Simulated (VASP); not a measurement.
Input of a VASP 6.6.1 run:

File INCAR:

```
SYSTEM = H9O4F
  PREC = Accurate
  ENCUT = 520
  EDIFF = 1E-6
  ISMEAR = -1
  SIGMA = 0.02
  LREAL = .False.
  LASPH = .True.
  NELM = 100
  ALGO = Normal
  ISIF = 2
  LWAVE = .False.
  LCHARG = .True.
  GGA = PS
  LELF = .True.
  LVHAR = .True.
  NBANDS = 33
```

Contents of KPOINTS:

```
Automatic mesh
0
Gamma
  1 1 1
  0 0 0
```

POSCAR

```
H9O4F
1.0
    5.3601080000      0.0000000000      0.0000000000
    0.0000000000      5.3601080000      0.0000000000
    0.0000000000      0.0000000000      5.3601080000
O H F
4 9 1
Direct
    0.2362452398      0.6432333080      0.3854026822
    0.9917150923      0.3735559060      0.0536183226
    0.7518505224      0.0558757398      0.7338844665
    0.3268590857      0.2919157599      0.6592031355
    0.1293444087      0.5161836291      0.2681848948
    0.4097305502      0.6498003398      0.2766548734
    0.8722398877      0.4473790453     -0.0381708727
    0.9037877595      0.2023653255      0.0630024619
    0.8405614215     -0.0653904735      0.6375058115
    0.6043348380     -0.0554653003      0.8108605274
    0.2823077445      0.5272654954      0.5283289068
    0.5230864751      0.2898262498      0.7266644627
    0.2308722138      0.3989471854      0.7774843343
    0.5631416382      0.7014410904      1.0938585566
```

Potentials or basis: VASP PAW PBE potentials, release 64 (O, H, F).

Run with:

```sh
$ cat potpaw_PBE.64/O/POTCAR potpaw_PBE.64/H/POTCAR potpaw_PBE.64/F/POTCAR > POTCAR
$ mpirun -np 1 vasp_gam > vasp.out
```

(1) Estimate the pressure.

(2) Predict the largest force.

## Answers

(1) -1.1 GPa.

(2) 5.459 eV/Å.

Caveat: the k points lie up to 1.17 Å⁻¹ apart; the PAW data sets were made with another functional, which shifts forces and pressure a little.
